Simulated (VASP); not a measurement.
# Te2Mo (P2_1/m) in VASP: further runs

Aim: see how the results for Te2Mo move with the level of theory and the settings. Levels: r2SCAN+D3(BJ), PBE. Tasks: single point.

Program: VASP 6.6.1. These are calculated values, not measurements. Logs are shortened: lines on timing, memory, paths and dates and some standing lists are left out, and cuts for length are marked.

### Step 1. The cell of the first run

The structure is monoclinic, space group P2_1/m (No. 11). The conventional cell has a = 6.330 Å, b = 3.469 Å, c = 13.860 Å, α = 90.00°, β = 93.92°, γ = 90.00°. Te (site symmetry m) has 3 Mo at 2.79 to 2.81 Å and 8 Te at 3.47 to 3.70 Å within 3.7 Å. Within 3.7 Å of Te (site symmetry m) lie 3 Mo at 2.70 Å and 6 Te at 3.47 to 3.67 Å. Te (site symmetry m) has 3 Mo at 2.79 to 2.82 Å and 8 Te at 3.47 to 3.67 Å within 3.7 Å. Within 3.7 Å of Te (site symmetry m) lie 3 Mo at 2.70 to 2.71 Å and 6 Te at 3.47 to 3.70 Å. Mo (site symmetry m) has 6 Te at 2.70 to 2.82 Å and 4 Mo at 2.89 to 3.47 Å within 3.6 Å. Within 3.6 Å of Mo (site symmetry m) lie 6 Te at 2.70 to 2.81 Å and 4 Mo at 2.90 to 3.47 Å.

### Step 2. Single point, r2SCAN+D3(BJ)

POSCAR

```
Te2Mo
1.0
    6.3300000000      0.0000000000      0.0000000000
    0.0000000000      3.4690000000      0.0000000000
   -0.9467947088      0.0000000000     13.8276237937
Te Mo
8 4
Direct
    0.9437000000      0.7500000000      0.6045000000
    0.0563000000      0.2500000000      0.3955000000
    0.9030000000      0.2500000000      0.8514000000
    0.0970000000      0.7500000000      0.1486000000
    0.4112000000      0.7500000000      0.8955000000
    0.5888000000      0.2500000000      0.1045000000
    0.4432000000      0.2500000000      0.6484000000
    0.5568000000      0.7500000000      0.3516000000
    0.8167000000      0.7500000000      0.9926000000
    0.1833000000      0.2500000000      0.0074000000
    0.6819000000      0.2500000000      0.4934000000
    0.3181000000      0.7500000000      0.5066000000
```

INCAR.step1

```
ALGO = Normal ; EDIFF = 1E-4
ENCUT = 520 ; GGA = PE
ISMEAR = -1 ; LASPH = T
LCHARG = F ; LREAL = F
LWAVE = T ; NBANDS = 64
NELM = 80 ; PREC = Accurate
SIGMA = 0.05
```

INCAR.step2

```
ALGO = Normal ; EDIFF = 1E-6
ENCUT = 520 ; ISIF = 2
ISMEAR = -1 ; ISTART = 1
IVDW = 12 ; LASPH = T
LCHARG = F ; LMIXTAU = T
LREAL = F ; LWAVE = F
METAGGA = R2SCAN ; NBANDS = 64
NELM = 80 ; PREC = Accurate
SIGMA = 0.05 ; VDW_A1 = 0.49484001
VDW_A2 = 5.73083694 ; VDW_S6 = 1.0
VDW_S8 = 0.78981345
```

KPOINTS

```
k-points
0
Gamma
  4 8 2
```

Potentials or basis: VASP PAW PBE potentials, release 64 (Te, Mo_sv).

Launch:

```sh
> cat potpaw_PBE.64/Te/POTCAR potpaw_PBE.64/Mo_sv/POTCAR > POTCAR
> cp INCAR.step1 INCAR
> mpirun -np 1 vasp_std > vasp.out
> cp INCAR.step2 INCAR
> mpirun -np 1 vasp_std > vasp.out
```

OUTCAR:

```text
EDIFF = 1E-6
   ENCUT = 520
   ISIF = 2
   ISMEAR = -1
   ISTART = 1
   IVDW = 12
   LASPH = T
   LREAL = F
   METAGGA = R2SCAN
   NELM = 80
   PREC = Accurate
 IVDW          = 12

 ion  position               nearest neighbor table
   1  0.944  0.750  0.605-  11 2.79  11 2.79  12 2.81   2 3.49   2 3.49   7 3.62   7 3.62
   2  0.056  0.250  0.395-  12 2.79  12 2.79  11 2.81   1 3.49   1 3.49   8 3.62   8 3.62
   3  0.903  0.250  0.851-   9 2.70   9 2.70  10 2.70   5 3.65   5 3.65   5 3.67   5 3.67
   4  0.097  0.750  0.149-  10 2.70  10 2.70   9 2.70   6 3.65   6 3.65   6 3.67   6 3.67
   5  0.411  0.750  0.895-  10 2.79  10 2.79   9 2.82   6 3.50   6 3.50   3 3.65   3 3.65   3 3.67
                             3 3.67
   6  0.589  0.250  0.105-   9 2.79   9 2.79  10 2.82   5 3.50   5 3.50   4 3.65   4 3.65   4 3.67
                             4 3.67
   7  0.443  0.250  0.648-  12 2.70  12 2.70  11 2.71   1 3.62   1 3.62
   8  0.557  0.750  0.352-  11 2.70  11 2.70  12 2.71   2 3.62   2 3.62
   9  0.817  0.750  0.993-   3 2.70   3 2.70   4 2.70   6 2.79   6 2.79   5 2.82  10 2.89  10 2.89

  10  0.183  0.250  0.007-   4 2.70   4 2.70   3 2.70   5 2.79   5 2.79   6 2.82   9 2.89   9 2.89

  11  0.682  0.250  0.493-   8 2.70   8 2.70   7 2.71   1 2.79   1 2.79   2 2.81  12 2.90  12 2.90

  12  0.318  0.750  0.507-   7 2.70   7 2.70   8 2.71   2 2.79   2 2.79   1 2.81  11 2.90  11 2.90

  LATTYP: Found a simple monoclinic cell.
 ALAT       =     6.3300000000
 B/A-ratio  =     0.5480252765
 C/A-ratio  =     2.1895734597
 COS(beta)  =    -0.0683113066

  Lattice vectors:

 A1 = (   6.3300000000,   0.0000000000,   0.0000000000)
 A2 = (   0.0000000000,   3.4690000000,   0.0000000000)
 A3 = (  -0.9467947088,   0.0000000000,  13.8276237937)

Analysis of symmetry for initial positions (statically):
=====================================================================
 Subroutine PRICEL returns:
 Original cell was already a primitive cell.

 Routine SETGRP: Setting up the symmetry group for a
 simple monoclinic supercell.

 Subroutine GETGRP returns: Found  4 space group operations
 (whereof  2 operations were pure point group operations)
 out of a pool of  4 trial point group operations.

The static configuration has the point symmetry S_2 .
 The point group associated with its full space group is C_2h.

Analysis of symmetry for dynamics (positions and initial velocities):
=====================================================================
 Subroutine PRICEL returns:
 Original cell was already a primitive cell.

[... 141 lines left out ...]
   EMIN   =  10.00;   EMAX   =-10.00  energy-range for DOS
   EFERMI =   0.00;   METHOD = LEGACY
   ISMEAR =    -1;   SIGMA  =   0.05  broadening in eV -4-tet -1-fermi 0-gaus
   EFERMI_NEDOS =   21; number of points for ismear=-14 and -15
   IALGO  =     38    algorithm
   IMIX   =      4    mixing-type and parameters
     AMIX     =   0.40;   BMIX     =  1.00
     AMIX_MAG =   1.60;   BMIX_MAG =  1.00
  volume/ion in A,a.u.               =      25.30       170.75
  Fermi-wavevector in a.u.,A,eV,Ry     =   1.145427  2.164543 17.850885  1.312003
  Thomas-Fermi vector in A             =   2.282115
   LORBIT       =      0    0 simple, 1 ext, 2 COOP (PROOUT), +10 PAW based schemes
   METAGGA = R2SCAN    functional components
   LHFCALC =     F    Hartree Fock is set to
   AEXX    =    0.0000 exact exchange contribution
   IVDW    =    12    specifies the selected vdW correction
   LEPSILON=     F    determine dielectric tensor
   LRPA    =     F    only Hartree local field effects (RPA)
 non-spin polarized calculation
  energy-cutoff  :      520.00
  volume of cell :      303.64
 maximum number of plane-waves:      8239
 NGX is ok and might be reduce to    48
   NGX = 23   NGY = 13   NGZ = 51

 number of electron     103.9999999 magnetization

 Free energy of the ion-electron system (eV)
  ---------------------------------------------------
  ext. energy  EPLUGINS =         0.00000000
  ---------------------------------------------------
  free energy    TOTEN  =      -311.02125108 eV

  energy without entropy =     -310.99101231  energy(sigma->0) =     -311.00613170

 E-fermi :   8.1470     XC(G=0): -10.9397

 val. band max:        8.1457009541   @ k =   0.5000   0.0000   0.0000
 cond. band min:       8.1505278811   @ k =   0.0000   0.1250   0.0000
 fundamental gap:      0.0048269270
 Fermi energy:         8.1469950654

 k-point     1 :       0.0000    0.0000    0.0000
  band No.  band energies     occupation
      1     -54.9245      2.00000
      2     -54.8933      2.00000
      3     -54.8605      2.00000
      4     -54.8278      2.00000
      5     -28.4736      2.00000
      6     -28.4446      2.00000
[... 1597 lines left out ...]
     63      10.5764      0.00000
     64      10.7110      0.00000

 [... further k-points ...]

------------------------ aborting loop because EDIFF is reached ----------------------------------------

 Edisp (eV)   -2.97471

 E8    (eV) :    -1.0830

  FORCE on cell =-STRESS in cart. coord.  units (eV):
  Direction    XX          YY          ZZ          XY          YZ          ZX
  --------------------------------------------------------------------------------------
  -------------------------------------------------------------------------------------
  Total       1.04976     1.70687     0.04988     0.00000     0.00000     0.13702
  in kB       5.53918     9.00646     0.26321     0.00000     0.00000     0.72300
  external pressure =        4.94 kB  Pullay stress =        0.00 kB

 VOLUME and BASIS-vectors are now :
 -----------------------------------------------------------------------------
  energy-cutoff  :      520.00
  volume of cell :      303.64
      direct lattice vectors                 reciprocal lattice vectors
     6.330000000  0.000000000  0.000000000     0.157977883  0.000000000  0.010816943
     0.000000000  3.469000000  0.000000000     0.000000000  0.288267512  0.000000000
    -0.946794709  0.000000000 13.827623794     0.000000000  0.000000000  0.072319005

 POSITION                                       TOTAL-FORCE (eV/Angst)
 -----------------------------------------------------------------------------------
      5.40128      2.60175      8.35880         0.044596      0.000000      0.017099
     -0.01808      0.86725      5.46883        -0.044596     -0.000000     -0.017099
      4.90989      0.86725     11.77284        -0.017289      0.000000      0.089727
      0.47332      2.60175      2.05478         0.017289      0.000000     -0.089727
      1.75504      2.60175     12.38264         0.003881     -0.000000      0.022908
      3.62816      0.86725      1.44499        -0.003881      0.000000     -0.022908
      2.19155      0.86725      8.96583        -0.033641      0.000000     -0.125355
      3.19165      2.60175      4.86179         0.033641     -0.000000      0.125355
      4.22992      2.60175     13.72530         0.197974      0.000000      0.007959
      1.15328      0.86725      0.10232        -0.197974      0.000000     -0.007959
      3.84928      0.86725      6.82255        -0.290723      0.000000     -0.005381
      1.53393      2.60175      7.00507         0.290723      0.000000      0.005381
 -----------------------------------------------------------------------------------
    total drift:                               -0.000000      0.000000     -0.000000

  FREE ENERGIE OF THE ION-ELECTRON SYSTEM (eV)
  ---------------------------------------------------
  free  energy   TOTEN  =      -313.9959634316 eV

  energy  without entropy=     -313.9657246558  energy(sigma->0) =     -313.98084404
```

OUTCAR.step1:

```text
EDIFF = 1E-4
   ENCUT = 520
   GGA = PE
   ISMEAR = -1
   LASPH = T
[... 1877 lines left out ...]
      4.22992      2.60175     13.72530         0.075977      0.000000      0.025829
      1.15328      0.86725      0.10232        -0.075977      0.000000     -0.025829
      3.84928      0.86725      6.82255        -0.167134      0.000000      0.035240
      1.53393      2.60175      7.00507         0.167134      0.000000     -0.035240
 -----------------------------------------------------------------------------------
    total drift:                               -0.000000      0.000000     -0.000000

  FREE ENERGIE OF THE ION-ELECTRON SYSTEM (eV)
  ---------------------------------------------------
  free  energy   TOTEN  =       -71.8053339382 eV

  energy  without entropy=      -71.7701730675  energy(sigma->0) =      -71.78775350
```

OSZICAR.step1:

```text
N       E                     dE             d eps       ncg     rms          rms(c)
DAV:   1     0.861976494846E+03    0.86198E+03   -0.53359E+04  4440   0.146E+03
DAV:   2    -0.148700899207E+02   -0.87685E+03   -0.85288E+03  4712   0.345E+02
DAV:   3    -0.720524508139E+02   -0.57182E+02   -0.55492E+02  4648   0.748E+01
DAV:   4    -0.741954740130E+02   -0.21430E+01   -0.21203E+01  4808   0.132E+01
DAV:   5    -0.742653860089E+02   -0.69912E-01   -0.69829E-01  4888   0.248E+00    0.306E+01
DAV:   6    -0.725651394798E+02    0.17002E+01   -0.95239E+00  4456   0.124E+01    0.115E+01
DAV:   7    -0.726383546466E+02   -0.73215E-01   -0.84049E+00  4552   0.953E+00    0.797E+00
DAV:   8    -0.718009102236E+02    0.83744E+00   -0.28603E+00  4464   0.613E+00    0.467E+00
DAV:   9    -0.718211380782E+02   -0.20228E-01   -0.49453E-01  4816   0.220E+00    0.240E+00
DAV:  10    -0.718198829828E+02    0.12551E-02   -0.13597E-01  4720   0.127E+00    0.166E+00
DAV:  11    -0.718074344821E+02    0.12449E-01   -0.13103E-01  4712   0.124E+00    0.934E-01
DAV:  12    -0.718060709060E+02    0.13636E-02   -0.15270E-02  4344   0.399E-01    0.660E-01
DAV:  13    -0.718057265048E+02    0.34440E-03   -0.19519E-03  4680   0.147E-01    0.445E-01
DAV:  14    -0.718053890628E+02    0.33744E-03   -0.65802E-04  3792   0.102E-01    0.277E-01
DAV:  15    -0.718053339382E+02    0.55125E-04   -0.19977E-04  2464   0.518E-02
   1 F= -.71805334E+02 E0= -.71787754E+02  d E =-.351609E-01
```

Run time: 77 min. Hardware: 1 thread of Oxide Virtual Turin-like, shared host; peak memory 0.65 GiB.

What came out:

- Free energy: -313.9960 eV
- Pressure: 0.5 GPa
- Largest force: 0.291 eV/Å
- Band gap on the k mesh: zero (bands 52 and 53 overlap by 0.09 eV)
- Dispersion energy per atom: -0.248 eV

Forces on the atoms (eV/Å):
```
Te   0.045  0.000  0.017
Te  -0.045  0.000 -0.017
Te  -0.017  0.000  0.090
Te   0.017  0.000 -0.090
Te   0.004  0.000  0.023
Te  -0.004  0.000 -0.023
Te  -0.034  0.000 -0.125
Te   0.034  0.000  0.125
Mo   0.198  0.000  0.008
Mo  -0.198  0.000 -0.008
Mo  -0.291  0.000 -0.005
Mo   0.291  0.000  0.005
```

Levels at points of the mesh, in eV from the Fermi level:
```tsv
k point	band 50	band 51	band 52	band 53	band 54	band 55
(0.00, 0.00, 0.00)	-0.17	0.06	0.07	0.51	0.76	0.88
(0.50, 0.00, 0.00)	-0.93	-0.69	-0.59	0.00	0.07	0.90
(0.00, 0.50, 0.00)	-1.63	-1.58	-1.58	1.14	1.14	1.31
(0.50, 0.50, 0.00)	-1.16	-1.07	-1.07	1.15	1.15	1.22
(0.00, 0.00, 0.50)	-0.07	-0.07	-0.06	0.52	0.64	0.89
(0.50, 0.00, 0.50)	-0.92	-0.69	-0.44	0.04	0.10	0.86
(0.00, 0.50, 0.50)	-1.68	-1.59	-1.59	1.12	1.12	1.30
(0.50, 0.50, 0.50)	-1.16	-1.07	-1.07	1.17	1.17	1.19
```

Caveat: three body term missing; the PAW data sets were made with another functional, which shifts forces and pressure a little; spin-orbit coupling is left out, which moves the levels of the heavy elements.

### Step 3. Single point, PBE

This run uses another cell than the first one, of 29.11 Å³/atom.

INCAR

```
SYSTEM = Te2Mo
  ALGO = Normal
  EDIFF = 1E-6
  ENCUT = 520
  GGA = PE
  ISIF = 2
  ISMEAR = -1
  LASPH = .True.
  LCHARG = .False.
  LREAL = .False.
  LWAVE = .False.
  NBANDS = 64
  NELM = 80
  PREC = Accurate
  SIGMA = 0.05
```

KPOINTS

```
k-points
0
Gamma
  4 8 2
  0 0 0
```

POSCAR

```
Te2Mo
1.0
    6.3809517583      0.0000000000      0.1353865501
    0.0000000000      3.4656013855      0.0000000000
   -0.6586693650      0.0000000000     15.7813764426
Te Mo
8 4
Direct
    0.9349929074      0.7500000000      0.5935563701
    0.0650070926      0.2500000000      0.4064436299
    0.9141895666      0.2500000000      0.8692000717
    0.0858104334      0.7500000000      0.1307999283
    0.4254696899      0.7500000000      0.9064477854
    0.5745303101      0.2500000000      0.0935522146
    0.4273776200      0.2500000000      0.6307885596
    0.5726223800      0.7500000000      0.3692114404
    0.8183509124      0.7500000000      0.9942188676
    0.1816490876      0.2500000000      0.0057811324
    0.6810777842      0.2500000000      0.4942357881
    0.3189222158      0.7500000000      0.5057642119
```

Potentials or basis: VASP PAW PBE potentials, release 64 (Te, Mo_sv).

Launch:

```sh
> cat potpaw_PBE.64/Te/POTCAR potpaw_PBE.64/Mo_sv/POTCAR > POTCAR
> mpirun -np 1 vasp_std > vasp.out
```

It took 24 min on 1 thread of Oxide Virtual Turin-like, shared host; peak memory 0.69 GiB.

Results (log left out):

```yaml
Free_energy: -71.9898 eV
Pressure: 0.0 GPa
Largest_force: 0.011 eV/Å
Band_gap_on_the_k_mesh: zero (bands 52 and 53 overlap by 0.25 eV)
```

Forces in eV/Å, atoms in the order of the input:
```
Te  -0.001  0.000  0.011
Te   0.001  0.000 -0.011
Te   0.002  0.000 -0.011
Te  -0.002  0.000  0.011
Te   0.000  0.000 -0.011
Te   0.000  0.000  0.011
Te   0.000  0.000  0.011
Te   0.000  0.000 -0.011
Mo  -0.008  0.000 -0.001
Mo   0.008  0.000  0.001
Mo   0.007  0.000 -0.001
Mo  -0.007  0.000  0.001
```

Levels at points of the mesh, in eV from the Fermi level:
```
           k point  band 48  band 49  band 50  band 51  band 52  band 53  band 54  band 55  band 56  band 57
(0.00, 0.00, 0.00)    -0.54    -0.36    -0.26     0.21     0.25     0.56     0.66     1.09     1.10     1.44
(0.50, 0.00, 0.00)    -0.79    -0.74    -0.74    -0.62    -0.61     0.06     0.07     1.13     1.13     1.44
(0.00, 0.50, 0.00)    -1.62    -1.42    -1.42    -1.41    -1.41     1.14     1.14     1.17     1.17     1.40
(0.50, 0.50, 0.00)    -1.72    -0.88    -0.88    -0.87    -0.87     1.10     1.10     1.11     1.11     1.83
(0.00, 0.00, 0.50)    -0.55    -0.30    -0.30     0.23     0.23     0.60     0.60     1.09     1.09     1.63
(0.50, 0.00, 0.50)    -0.75    -0.74    -0.74    -0.62    -0.61     0.07     0.07     1.13     1.13     1.39
(0.00, 0.50, 0.50)    -1.61    -1.43    -1.43    -1.41    -1.41     1.15     1.15     1.17     1.17     1.41
(0.50, 0.50, 0.50)    -1.72    -0.88    -0.88    -0.87    -0.87     1.10     1.10     1.11     1.11     1.80
```

Caveat: spin-orbit coupling is left out, which moves the levels of the heavy elements; this functional lacks dispersion, which binds the layers, so the pressure and a relaxed spacing across them are unreliable.
